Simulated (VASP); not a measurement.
# BN (F-43m) in VASP: vibrations by perturbation theory with PBE

Aim: the vibrations by perturbation theory of BN with PBE.

Everything below comes from runs of VASP 6.6.1. Logs are shortened: lines on timing, memory, paths and dates and some standing lists are left out, and cuts for length are marked.

**1. The cell of the first run**

It takes space group F-43m (No. 216, cubic). The conventional cell has a = 3.625 Å, b = 3.625 Å, c = 3.625 Å, α = 90.00°, β = 90.00°, γ = 90.00°. Within 2.1 Å of B (site symmetry -43m) lie 4 N at 1.57 Å. Within 2.1 Å of N (site symmetry -43m) lie 4 B at 1.57 Å.

**2. Vibrations by perturbation theory, PBE**

INCAR reads:

```
PREC = Accurate
ENCUT = 520
EDIFF = 1E-8
ISMEAR = 0
SIGMA = 0.01
LREAL = F
LASPH = T
NELM = 100
ALGO = Normal
ISIF = 2
LWAVE = F
LCHARG = F
GGA = PE
NBANDS = 11
IBRION = 8
NSW = 1
LEPSILON = T
```

KPOINTS reads:

```
regular mesh
0
Gamma
  12 12 12
```

POSCAR reads:

```
BN
1.0
    0.0000000000      1.8123345396      1.8123345396
    1.8123345396      0.0000000000      1.8123345396
    1.8123345396      1.8123345396      0.0000000000
B N
1 1
Direct
    0.5000000000      0.5000000000      0.5000000000
    0.2500000000      0.2500000000      0.2500000000
```

Potentials or basis: VASP PAW PBE potentials, release 64 (B, N).

Run with:

```sh
$ cat potpaw_PBE.64/B/POTCAR potpaw_PBE.64/N/POTCAR > POTCAR
$ mpirun -np 1 vasp_std > vasp.out
```

OUTCAR:

```text
PREC = Accurate
   ENCUT = 520
   EDIFF = 1E-8
   ISMEAR = 0
   LREAL = F
   LASPH = T
   NELM = 100
   ISIF = 2
   GGA = PE
   IBRION = 8
   NSW = 1
   LEPSILON = T

 ion  position               nearest neighbor table
   1  0.500  0.500  0.500-   2 1.57   2 1.57   2 1.57   2 1.57
   2  0.250  0.250  0.250-   1 1.57   1 1.57   1 1.57   1 1.57

  LATTYP: Found a face centered cubic cell.
 ALAT       =     3.6246690792

  Lattice vectors:

 A1 = (   0.0000000000,   1.8123345396,   1.8123345396)
 A2 = (   1.8123345396,   0.0000000000,   1.8123345396)
 A3 = (   1.8123345396,   1.8123345396,   0.0000000000)

Analysis of symmetry for initial positions (statically):
=====================================================================
 Subroutine PRICEL returns:
 Original cell was already a primitive cell.

 Routine SETGRP: Setting up the symmetry group for a
 face centered cubic supercell.

 Subroutine GETGRP returns: Found 24 space group operations
 (whereof 24 operations were pure point group operations)
 out of a pool of 48 trial point group operations.

The static configuration has the point symmetry T_d .

Analysis of symmetry for dynamics (positions and initial velocities):
=====================================================================
 Subroutine PRICEL returns:
 Original cell was already a primitive cell.

 Routine SETGRP: Setting up the symmetry group for a
 face centered cubic supercell.

 Subroutine GETGRP returns: Found 24 space group operations
 (whereof 24 operations were pure point group operations)
 out of a pool of 48 trial point group operations.

The dynamic configuration has the point symmetry T_d .

 Subroutine INISYM returns: Found 24 space group operations
 (whereof 24 operations are pure point group operations),
 and found     1 'primitive' translations

----------------------------------------------------------------------------------------
[... 566 lines left out ...]
     0.00000 -0.00294  1.45586
     0.00000  1.45586 -0.00294

 MACROSCOPIC STATIC DIELECTRIC TENSOR (including local field effects in DFT)
 ------------------------------------------------------
           4.614056     0.000000    -0.000000
           0.000000     4.614056     0.000000
           0.000000     0.000000     4.614056
 ------------------------------------------------------

 PIEZOELECTRIC TENSOR (including local field effects)  for field in x, y, z        (e  Angst)
          XX          YY          ZZ          XY          YZ          ZX
  --------------------------------------------------------------------------------
  x     0.00000     0.00000    -0.00000     0.00000     0.77239     0.00000
  y     0.00000    -0.00000     0.00000     0.00000     0.00000     0.77239
  z     0.00000    -0.00000     0.00000     0.77239     0.00000     0.00000

 PIEZOELECTRIC TENSOR (including local field effects)  for field in x, y, z        (C/m^2)
          XX          YY          ZZ          XY          YZ          ZX
  --------------------------------------------------------------------------------
  x     0.00000     0.00000    -0.00000     0.00000     1.03944     0.00000
  y     0.00000    -0.00000     0.00000     0.00000     0.00000     1.03944
  z     0.00000    -0.00000     0.00000     1.03944     0.00000     0.00000

 BORN EFFECTIVE CHARGES (including local field effects) (in |e|, cummulative output)
 ---------------------------------------------------------------------------------
 ion    1
    1     1.91135     0.00000    -0.00000
    2    -0.00000     1.91135     0.00000
    3     0.00000     0.00000     1.91135
 ion    2
    1    -1.91135     0.00000     0.00000
    2     0.00000    -1.91135    -0.00000
    3    -0.00000    -0.00000    -1.91135

 INTERNAL STRAIN TENSOR FOR ION    2 for displacements in x,y,z  (eV/Angst):
          X           Y           Z          XY          YZ          ZX
  --------------------------------------------------------------------------------
  x    -0.00000     0.00000     0.00000     0.00000     1.45586     0.00000
  y     0.00000    -0.00000     0.00000     0.00000     0.00000     1.45586
  z     0.00000     0.00000    -0.00000     1.45586     0.00000     0.00000

 SECOND DERIVATIVES (NOT SYMMETRIZED)
 ------------------------------------
               1X          1Y          1Z          2X          2Y          2Z
  1X   -23.771363    0.000000    0.000000   23.771363    0.000000    0.000000
  1Y     0.000000  -23.771363    0.000000    0.000000   23.771363    0.000000
  1Z     0.000000    0.000000  -23.771363    0.000000    0.000000   23.771363
  2X    23.769387    0.000000    0.000000  -23.769387    0.000000    0.000000
  2Y     0.000000   23.769387    0.000000    0.000000  -23.769387    0.000000
  2Z     0.000000    0.000000   23.769387    0.000000    0.000000  -23.769387

 Eigenvectors and eigenvalues of the dynamical matrix
 ----------------------------------------------------

   1 f  =   30.859460 THz   193.895708 2PiTHz 1029.360800 cm-1   127.624416 meV
             X         Y         Z           dx          dy          dz
      1.812335  1.812335  1.812335    -0.442530   -0.607018    0.000000
      0.906167  0.906167  0.906167     0.388847    0.533380   -0.000000
[... 21 lines left out ...]
   6 f/i=    0.000636 THz     0.003998 2PiTHz    0.021223 cm-1     0.002631 meV
             X         Y         Z           dx          dy          dz
      1.812335  1.812335  1.812335     0.629608    0.194280    0.039305
      0.906167  0.906167  0.906167     0.716531    0.221102    0.044731

--------------------------------------------------------------------------------------------------------

 MACROSCOPIC STATIC DIELECTRIC TENSOR IONIC CONTRIBUTION
 ------------------------------------------------------
           2.335962    -0.000000    -0.000000
          -0.000000     2.335962     0.000000
          -0.000000     0.000000     2.335962
 ------------------------------------------------------

 ELASTIC MODULI CONTR FROM IONIC RELAXATION (kBar)
 Direction    XX          YY          ZZ          XY          YZ          ZX
 --------------------------------------------------------------------------------
 XX          -0.0000      0.0000      0.0000     -0.0000      0.0000      0.0000
 YY           0.0000     -0.0000     -0.0000      0.0000     -0.0000     -0.0000
 ZZ           0.0000     -0.0000     -0.0000      0.0000     -0.0000     -0.0000
 XY          -0.0000      0.0000      0.0000    -10.6947     -0.0000     -0.0000
 YZ           0.0000     -0.0000     -0.0000     -0.0000    -10.6947      0.0000
 ZX           0.0000     -0.0000     -0.0000     -0.0000      0.0000    -10.6947
 --------------------------------------------------------------------------------

 PIEZOELECTRIC TENSOR IONIC CONTR  for field in x, y, z        (C/m^2)
          XX          YY          ZZ          XY          YZ          ZX
  --------------------------------------------------------------------------------
  x     0.00000    -0.00000    -0.00000     0.00000    -0.14873     0.00000
  y     0.00000    -0.00000    -0.00000    -0.00000     0.00000    -0.14873
  z    -0.00000     0.00000     0.00000    -0.14873    -0.00000    -0.00000
```

OSZICAR:

```text
N       E                     dE             d eps       ncg     rms          rms(c)
DAV:   1     0.103157808163E+02    0.10316E+02   -0.48306E+03  1632   0.699E+02
DAV:   2    -0.178816883826E+02   -0.28197E+02   -0.27397E+02  1936   0.165E+02
DAV:   3    -0.184030626860E+02   -0.52137E+00   -0.51963E+00  1866   0.187E+01
DAV:   4    -0.184037759677E+02   -0.71328E-03   -0.71327E-03  1722   0.751E-01
[... 129 lines left out ...]
RMM:   7    -0.230750437705E+00    0.44437E-05   -0.42162E-07 10540   0.685E-04    0.539E-05
RMM:   8    -0.230750370339E+00    0.67367E-07   -0.69075E-09 10735   0.464E-05    0.258E-05
RMM:   9    -0.230750258374E+00    0.11196E-06    0.95320E-09 10735   0.379E-05    0.298E-06
RMM:  10    -0.230750275147E+00   -0.16773E-07    0.27183E-09  9894   0.247E-06    0.118E-06
RMM:  11    -0.230750281275E+00   -0.61275E-08    0.55788E-09  8986   0.228E-06    0.136E-07
 Linear response finished
```

Wall time 8.5 min (1 thread of AMD EPYC 7R13, shared host); peak memory 0.17 GiB.

What came out:

- Electronic dielectric tensor (diagonal): 4.61
- Born charges (mean of the diagonal): B +1.91; N -1.91 e
- Highest phonon frequency at Γ, LO-TO splitting left out: 1029 cm⁻¹

Phonon frequencies in cm⁻¹ (negative: imaginary):
```
              q point           frequencies
(0.000, 0.000, 0.000)  0 0 0 1029 1029 1029
```

Electronic dielectric tensor:
```
4.61 0.00 0.00
0.00 4.61 0.00
0.00 0.00 4.61
```

Born effective charge tensors (e):
atom 1, B
```
1.91 0.00 0.00
0.00 1.91 0.00
0.00 0.00 1.91
```
atom 2, N
```
-1.91  0.00  0.00
 0.00 -1.91  0.00
 0.00  0.00 -1.91
```
